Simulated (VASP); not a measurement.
# SiC (lda) (Imm2) in VASP: a series of runs, part 2 of 2

VASP 6.6.1. The steps go on from the part before.

## Step 3: Single point, LDA (strained cell)

File INCAR:

```
ALGO = Normal
EDIFF = 1E-6
ENCUT = 600
GGA_COMPAT = False
ISIF = 2
ISMEAR = 0
LASPH = True
LCHARG = False
LREAL = False
LWAVE = False
NBANDS = 11
NELM = 120
PREC = Accurate
SIGMA = 0.02
```

File KPOINTS:

```
k-points
0
Gamma
  10 10 10
```

File POSCAR:

```
SiC
1.0
   -0.0139396000      2.1722391972      2.1861787971
    2.1722391972     -0.0139396000      2.1861787971
    2.1582995972      2.1582995972      0.0000000000
Si C
1 1
Direct
   -0.0006011847     -0.0006011847      0.0006011847
    0.2506011847      0.2506011847      0.2493988153
```

Potentials or basis: VASP PAW LDA potentials, release 64 (Si, C).

Command:

```
cat potpaw_LDA.64/Si/POTCAR potpaw_LDA.64/C/POTCAR > POTCAR
mpirun -np 1 vasp_std > vasp.out
```

OUTCAR:

```text
EDIFF = 1E-6
   ENCUT = 600
   ISIF = 2
   ISMEAR = 0
   LASPH = True
   LREAL = False
   NELM = 120
   PREC = Accurate

 ion  position               nearest neighbor table
   1  0.999  0.999  0.001-   2 1.88   2 1.88   2 1.89   2 1.89
   2  0.251  0.251  0.249-   1 1.88   1 1.88   1 1.89   1 1.89

  LATTYP: Found a body centered orthorhombic cell.
 ALAT       =     3.0522965620
 B/A-ratio  =     1.0129172058
 C/A-ratio  =     1.4324812499

  Lattice vectors:

[... 523 lines left out ...]

------------------------ aborting loop because EDIFF is reached ----------------------------------------

  FORCE on cell =-STRESS in cart. coord.  units (eV):
  Direction    XX          YY          ZZ          XY          YZ          ZX
  --------------------------------------------------------------------------------------
  -------------------------------------------------------------------------------------
  Total       -0.3803929     -0.3803929     -0.6023570      0.4090896      0.0000000      0.0000000
  in kB      -29.5413168    -29.5413168    -46.7790575     31.7699090      0.0000000      0.0000000
  external PRESSURE =     -35.2872304 kB  Pullay stress =       0.0000000 kB

 VOLUME and BASIS-vectors are now :
 -----------------------------------------------------------------------------
  energy-cutoff  :      600.00
  volume of cell :       20.63
      direct lattice vectors                 reciprocal lattice vectors
    -0.013939600  2.172239197  2.186178797    -0.228709564  0.228709564  0.228709564
     2.172239197 -0.013939600  2.186178797     0.228709564 -0.228709564  0.228709564
     2.158299597  2.158299597  0.000000000     0.231663853  0.231663853 -0.228709564

 POSITION                                       TOTAL-FORCE (eV/Angst)
 -----------------------------------------------------------------------------------
      2.15830      2.15830      4.36973        -0.000000     -0.000000     -0.000342
      1.07915      1.07915      1.09572         0.000000      0.000000      0.000342
 -----------------------------------------------------------------------------------
    total drift:                                0.000001      0.000001     -0.000250

  FREE ENERGIE OF THE ION-ELECTRON SYSTEM (eV)
  ---------------------------------------------------
  free  energy   TOTEN  =       -16.6382881133 eV

  energy  without entropy=      -16.6382881133  energy(sigma->0) =      -16.63828811
```

OSZICAR:

```text
N       E                     dE             d eps       ncg     rms          rms(c)
DAV:   1     0.359530213497E+01    0.35953E+01   -0.42415E+03  3882   0.690E+02
DAV:   2    -0.179916778988E+02   -0.21587E+02   -0.20662E+02  4752   0.117E+02
DAV:   3    -0.186780917031E+02   -0.68641E+00   -0.68510E+00  4617   0.172E+01
DAV:   4    -0.186811187355E+02   -0.30270E-02   -0.30268E-02  4337   0.148E+00
DAV:   5    -0.186811333859E+02   -0.14650E-04   -0.14650E-04  4613   0.949E-02    0.909E+00
DAV:   6    -0.167282245590E+02    0.19529E+01   -0.72197E+00  4266   0.119E+01    0.399E+00
DAV:   7    -0.166593905048E+02    0.68834E-01   -0.38754E-01  4485   0.360E+00    0.179E+00
DAV:   8    -0.166387227156E+02    0.20668E-01   -0.26839E-02  4365   0.987E-01    0.182E-01
DAV:   9    -0.166382724820E+02    0.45023E-03   -0.21177E-03  4678   0.247E-01    0.978E-02
DAV:  10    -0.166382877386E+02   -0.15257E-04   -0.13599E-04  4221   0.724E-02    0.332E-02
DAV:  11    -0.166382881133E+02   -0.37470E-06   -0.43838E-06  4584   0.127E-02
   1 F= -.16638288E+02 E0= -.16638288E+02  d E =-.335880E-16
```

stdout:

```text
POSCAR found type information on POSCAR SiC
 POSCAR found :  2 types and       2 ions
 scaLAPACK will be used
 LDA part: xc-table for (Slater(with rela. corr.)+CA(PZ))
 , standard interpolation
 POSCAR, INCAR and KPOINTS ok, starting setup
 FFT: planning ... GRIDC
 FFT: planning ... GRID_SOFT
 FFT: planning ... GRID
 WAVECAR not read
 entering main loop
```

Run time: 17 s. Hardware: 1 thread of Intel Xeon 6975P-C (Granite Rapids), shared host; peak memory 0.16 GiB.

Results:

| Property | Result |
| --- | --- |
| Free energy | -16.6383 eV |
| Pressure | -3.5 GPa |
| Band gap on the k mesh | 1.20 eV, indirect (least direct gap 4.37 eV) |

Levels at points of the mesh, in eV from the valence-band top:
```
           k point  band 2  band 3  band 4  band 5  band 6  band 7
(0.00, 0.00, 0.00)   -0.13   -0.11    0.00    6.20    6.99    7.19
(0.50, 0.00, 0.00)   -8.67   -1.15   -1.03    5.42    7.03    7.22
(0.50, 0.50, 0.00)   -7.95   -3.35   -3.12    1.25    4.20   13.79
(0.00, 0.00, 0.50)   -8.63   -1.19   -1.16    5.25    7.00    7.01
(0.50, 0.00, 0.50)   -7.87   -3.31   -3.29    1.20    4.08   13.67
```

Caveat: the cell differs from its parent crystal (strained cell). A k mesh can miss the band edges.

## Step 4: Single point, LDA (strained cell)

File INCAR:

```
PREC     = Accurate       # precision mode
ENCUT    = 600            # plane-wave cutoff, eV
EDIFF    = 1E-6           # SCF threshold, eV
ISMEAR   = 0              # smearing method
SIGMA    = 0.02           # smearing width, eV
LREAL    = False          # projectors in reciprocal space
LASPH    = True           # aspherical terms in the spheres
NELM     = 120            # most SCF steps
ALGO     = Normal         # electronic algorithm
ISIF     = 2              # what is computed and relaxed
LWAVE    = False          # write WAVECAR
LCHARG   = True           # write CHGCAR
GGA      = CA             # functional
LELF     = True           # ELF
LVHAR    = True         
NBANDS   = 11             # bands
GGA_COMPAT= False
```

File KPOINTS:

```
regular mesh
0
Gamma
  10 10 10
```

File POSCAR:

```
SiC
1.0
   -0.0140111260      2.1721676711      2.1861787971
    2.1721676711     -0.0140111260      2.1861787971
    2.1581565452      2.1581565452      0.0000000000
Si C
1 1
Direct
   -0.0006011847     -0.0006011847      0.0006011847
    0.2506011847      0.2506011847      0.2493988153
```

Command:

```
cat potpaw_LDA.64/Si/POTCAR potpaw_LDA.64/C/POTCAR > POTCAR
mpirun -np 1 vasp_std > vasp.out
```

It took 17 s on 1 thread of Intel Xeon 6975P-C (Granite Rapids), shared host; peak memory 0.16 GiB.

It converged, with:

```
Free energy            : -16.6383 eV
Pressure               : -3.5 GPa
Band gap on the k mesh : 1.20 eV, indirect (least direct gap 4.37 eV)
```

Stress tensor (GPa, compression positive):
```
-2.94  3.20  0.00
 3.20 -2.94  0.00
 0.00  0.00 -4.67
```

Levels at points of the mesh, in eV from the valence-band top:
| k point | band 1 | band 2 | band 3 | band 4 | band 5 | band 6 | band 7 | band 8 |
| --- | --- | --- | --- | --- | --- | --- | --- | --- |
| (0.00, 0.00, 0.00) | -15.42 | -0.13 | -0.11 | 0.00 | 6.20 | 6.99 | 7.19 | 7.27 |
| (0.50, 0.00, 0.00) | -11.84 | -8.67 | -1.15 | -1.03 | 5.42 | 7.03 | 7.22 | 9.89 |
| (0.50, 0.50, 0.00) | -10.34 | -7.95 | -3.35 | -3.12 | 1.25 | 4.21 | 13.79 | 13.82 |
| (0.00, 0.00, 0.50) | -11.74 | -8.63 | -1.19 | -1.16 | 5.25 | 7.00 | 7.01 | 9.82 |
| (0.50, 0.00, 0.50) | -10.29 | -7.87 | -3.31 | -3.30 | 1.20 | 4.08 | 13.67 | 13.83 |

Caveat: the cell differs from its parent crystal (strained cell). A k mesh can miss the band edges.
